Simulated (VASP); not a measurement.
Write the native input for VASP 6.6.1 that does the following.

| Property | Result |
| --- | --- |
| Task | single point |
| Functional | PBE |
| Potentials or basis | VASP PAW PBE potentials, release 64 (Pb_d) |
| Cutoff | 520 eV |
| k mesh | 14 × 14 × 14 |
| Occupations | gaussian, width 0.1 eV |
| Spin | non-collinear spin, zero start, spin-orbit coupling |
| Starting moments | [[0.0, 0.0, 0.0]] μB |
| Dipole correction | no |
| k mesh for the DOS | 21 × 21 × 21 |
| Occupations for the DOS | tetrahedron |
| Further INCAR settings | ALGO = Fast; EDIFF = 1e-06; NBANDS = 25 |

The system is Pb.

```
Pb
1.0
     0.00000    2.52100    2.52100
     2.52100    0.00000    2.52100
     2.52100    2.52100    0.00000
Pb
1
Cartesian
  0.0000 0.0000 0.0000
```

These files were run (other wordings do the same):

POSCAR

```
Pb
1.0
    0.0000000000      2.5209979029      2.5209979029
    2.5209979029      0.0000000000      2.5209979029
    2.5209979029      2.5209979029      0.0000000000
Pb
1
Direct
    0.0000000000      0.0000000000      0.0000000000
```

INCAR.step1

```
ALGO = Fast
EDIFF = 1E-6
ENCUT = 520
GGA = PE
GGA_COMPAT = False
ISIF = 2
ISMEAR = 0
LASPH = True
LCHARG = True
LORBMOM = True
LREAL = False
LSORBIT = True
LWAVE = False
MAGMOM = 0 0 0
NBANDS = 25
NELM = 150
PREC = Accurate
SIGMA = 0.1
```

KPOINTS.step1

```
k-points
0
Gamma
  14 14 14
```

INCAR.step2

```
ALGO = Fast
EDIFF = 1E-6
ENCUT = 520
GGA = PE
GGA_COMPAT = False
ICHARG = 11
ISIF = 2
ISMEAR = -5
LASPH = True
LCHARG = False
LORBIT = 10
LORBMOM = True
LREAL = False
LSORBIT = True
LWAVE = False
MAGMOM = 0 0 0
NBANDS = 25
NEDOS = 2001
NELM = 150
PREC = Accurate
SIGMA = 0.1
```

KPOINTS.step2

```
k-points
0
Gamma
  21 21 21
```

Potentials or basis: VASP PAW PBE potentials, release 64 (Pb_d).

Launch:

```sh
$ cat potpaw_PBE.64/Pb_d/POTCAR > POTCAR
$ cp INCAR.step1 INCAR
$ cp KPOINTS.step1 KPOINTS
$ mpirun -np 1 vasp_ncl > vasp.out
$ cp INCAR.step2 INCAR
$ cp KPOINTS.step2 KPOINTS
$ mpirun -np 1 vasp_ncl > vasp.out
```

Results of the run:

- Net moment: 0.00 μB per cell
- Valence electrons inside the program's atomic spheres: Pb 11.95

Run time: 6 min on 1 thread of AMD EPYC 9R45 (Zen 5) (shared host), peak memory 0.42 GiB.
